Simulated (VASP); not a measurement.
# Nb (Fm-3m) in VASP: a series of runs, part 2 of 2

VASP 6.6.1. The steps go on from the part before.

**3. Electric field gradients, PBE (volume scaled by 0.96)**

INCAR reads:

```
ALGO     = Normal         # electronic algorithm
EDIFF    = 1E-8           # SCF threshold, eV
ENCUT    = 520            # plane-wave cutoff, eV
GGA      = PE             # functional
ISIF     = 2              # what is computed and relaxed
ISMEAR   = -1             # smearing method
LASPH    = T              # aspherical terms in the spheres
LCHARG   = F              # write CHGCAR
LEFG     = T            
LREAL    = F              # projectors in reciprocal space
LWAVE    = F              # write WAVECAR
NBANDS   = 12             # bands
NELM     = 60             # most SCF steps
PREC     = Accurate       # precision mode
SIGMA    = 0.08           # smearing width, eV
```

KPOINTS reads:

```
k-points
0
Gamma
  13 13 13
```

POSCAR reads:

```
Nb
1.0
    0.0000000000      2.0864154149      2.0864154149
    2.0864154149      0.0000000000      2.0864154149
    2.0864154149      2.0864154149      0.0000000000
Nb
1
Direct
    0.0000000000      0.0000000000      0.0000000000
```

Potentials or basis: VASP PAW PBE potentials, release 64 (Nb_sv).

Run with:

```console
> cat potpaw_PBE.64/Nb_sv/POTCAR > POTCAR
> mpirun -np 1 vasp_std > vasp.out
```

OUTCAR:

```text
EDIFF = 1E-8
   ENCUT = 520
   GGA = PE
   ISIF = 2
   ISMEAR = -1
   LASPH = T
   LREAL = F
   NELM = 60
   PREC = Accurate

 ion  position               nearest neighbor table
   1  0.000  0.000  0.000-

  LATTYP: Found a face centered cubic cell.
 ALAT       =     4.1728308298

  Lattice vectors:

 A1 = (   0.0000000000,   2.0864154149,   2.0864154149)
 A2 = (   2.0864154149,   0.0000000000,   2.0864154149)
 A3 = (   2.0864154149,   2.0864154149,   0.0000000000)

Analysis of symmetry for initial positions (statically):
=====================================================================
 Subroutine PRICEL returns:
 Original cell was already a primitive cell.

 Routine SETGRP: Setting up the symmetry group for a
 face centered cubic supercell.

 Subroutine GETGRP returns: Found 48 space group operations
 (whereof 48 operations were pure point group operations)
 out of a pool of 48 trial point group operations.

The static configuration has the point symmetry O_h .

Analysis of symmetry for dynamics (positions and initial velocities):
=====================================================================
 Subroutine PRICEL returns:
 Original cell was already a primitive cell.

 Routine SETGRP: Setting up the symmetry group for a
 face centered cubic supercell.

 Subroutine GETGRP returns: Found 48 space group operations
 (whereof 48 operations were pure point group operations)
 out of a pool of 48 trial point group operations.

The dynamic configuration has the point symmetry O_h .

 Subroutine INISYM returns: Found 48 space group operations
 (whereof 48 operations are pure point group operations),
[... 153 lines left out ...]
      3     -18.6593      2.00000
      4     -18.6593      2.00000
      5       5.1215      2.00000
      6      11.5060      0.47201
      7      11.5060      0.47201
      8      11.5060      0.47201
      9      14.2199      0.00000
     10      14.2199      0.00000
     11      23.2808      0.00000
     12      28.2029      0.00000
[... 331 lines left out ...]
 k-point    24 :       0.4615    0.1538    0.0000
  band No.  band energies     occupation
      1     -43.1094      2.00000
      2     -19.8120      2.00000
      3     -18.9783      2.00000
      4     -18.8982      2.00000
      5       8.1265      2.00000
      6      10.3563      2.00000
      7      11.4240      0.92528
      8      12.1708      0.00015
      9      16.3546      0.00000
     10      16.7867      0.00000
     11      22.5439      0.00000
     12      25.1250      0.00000

 [... further k-points ...]
[... 5 lines left out ...]
  --------------------------------------------------------------------------------------
  -------------------------------------------------------------------------------------
  Total        0.6384654      0.6384654      0.6384654      0.0000000      0.0000000      0.0000000
  in kB       56.3138957     56.3138957     56.3138957      0.0000000      0.0000000      0.0000000
  external PRESSURE =      56.3138957 kB  Pullay stress =       0.0000000 kB

 VOLUME and BASIS-vectors are now :
 -----------------------------------------------------------------------------
  energy-cutoff  :      520.00
  volume of cell :       18.16
      direct lattice vectors                 reciprocal lattice vectors
     0.000000000  2.086415415  2.086415415    -0.239645469  0.239645469  0.239645469
     2.086415415  0.000000000  2.086415415     0.239645469 -0.239645469  0.239645469
     2.086415415  2.086415415  0.000000000     0.239645469  0.239645469 -0.239645469

 POSITION                                       TOTAL-FORCE (eV/Angst)
 -----------------------------------------------------------------------------------
      0.00000      0.00000      0.00000         0.000000      0.000000      0.000000
 -----------------------------------------------------------------------------------
    total drift:                               -0.000000      0.000000     -0.000000

  FREE ENERGIE OF THE ION-ELECTRON SYSTEM (eV)
  ---------------------------------------------------
  free  energy   TOTEN  =        -9.8986570318 eV

  energy  without entropy=       -9.8659021087  energy(sigma->0) =       -9.88227957

 Electric field gradients (V/A^2)
---------------------------------------------------------------------
 ion       V_xx      V_yy      V_zz      V_xy      V_xz      V_yz
---------------------------------------------------------------------
   1      -0.000     0.000     0.000    -0.000    -0.000    -0.000
---------------------------------------------------------------------

 Electric field gradients after diagonalization (V/A^2)
 (convention: |V_zz| > |V_xx| > |V_yy|)
----------------------------------------------------------------------
 ion       V_xx      V_yy      V_zz     asymmetry (V_yy - V_xx)/ V_zz
----------------------------------------------------------------------
   1       0.000     0.000    -0.000       0.000
----------------------------------------------------------------------

           NMR quadrupolar parameters

 Cq : quadrupolar parameter    Cq=e*Q*V_zz/h
 eta: asymmetry parameters     (V_yy - V_xx)/ V_zz
 Q  : nuclear electric quadrupole moment in mb (millibarn)
----------------------------------------------------------------------
 ion       Cq(MHz)       eta       Q (mb)
----------------------------------------------------------------------
   1      -0.000       0.000       1.000
----------------------------------------------------------------------
```

OSZICAR:

```text
N       E                     dE             d eps       ncg     rms          rms(c)
DAV:   1     0.120531141709E+03    0.12053E+03   -0.73599E+03  2016   0.108E+03
DAV:   2    -0.547782463860E+01   -0.12601E+03   -0.12171E+03  2224   0.391E+02
DAV:   3    -0.100297556877E+02   -0.45519E+01   -0.43620E+01  2964   0.664E+01
DAV:   4    -0.103230691405E+02   -0.29331E+00   -0.29106E+00  2880   0.151E+01
DAV:   5    -0.103320498654E+02   -0.89807E-02   -0.89778E-02  2972   0.222E+00    0.692E+00
DAV:   6    -0.994067553161E+01    0.39137E+00   -0.61529E-01  3212   0.991E+00    0.248E+00
DAV:   7    -0.989351142254E+01    0.47164E-01   -0.19810E-01  3308   0.560E+00    0.101E+00
DAV:   8    -0.989859355383E+01   -0.50821E-02   -0.13327E-02  2368   0.154E+00    0.396E-02
DAV:   9    -0.989864344569E+01   -0.49892E-04   -0.94416E-04  3396   0.309E-01    0.432E-02
DAV:  10    -0.989866233504E+01   -0.18889E-04   -0.17533E-05  2432   0.595E-02    0.171E-02
DAV:  11    -0.989865724213E+01    0.50929E-05   -0.87354E-06  2544   0.517E-02    0.295E-03
DAV:  12    -0.989865716771E+01    0.74422E-07   -0.60169E-07  2768   0.622E-03    0.828E-04
DAV:  13    -0.989865703784E+01    0.12987E-06   -0.16925E-08  2264   0.165E-03    0.858E-05
DAV:  14    -0.989865703177E+01    0.60713E-08   -0.18446E-09  1456   0.701E-04
   1 F= -.98986570E+01 E0= -.98822796E+01  d E =-.327549E-01
```

stdout:

```text
POSCAR found type information on POSCAR Nb
 POSCAR found :  1 types and       1 ions
 scaLAPACK will be used
 LDA part: xc-table for (Slater+PW92), standard interpolation
 POSCAR, INCAR and KPOINTS ok, starting setup
 FFT: planning ... GRIDC
 FFT: planning ... GRID_SOFT
 FFT: planning ... GRID
 WAVECAR not read
 entering main loop
ion   1
```

Run time: 8.1 s. Hardware: 1 thread of Intel Xeon 6975P-C, shared host; peak memory 0.15 GiB.

Results:

* Free energy: -9.8987 eV
* Pressure: 5.6 GPa

Caveat: without QUAD_EFG the Cq values of the log hold for a quadrupole moment of 1 mb, not for the nuclei.
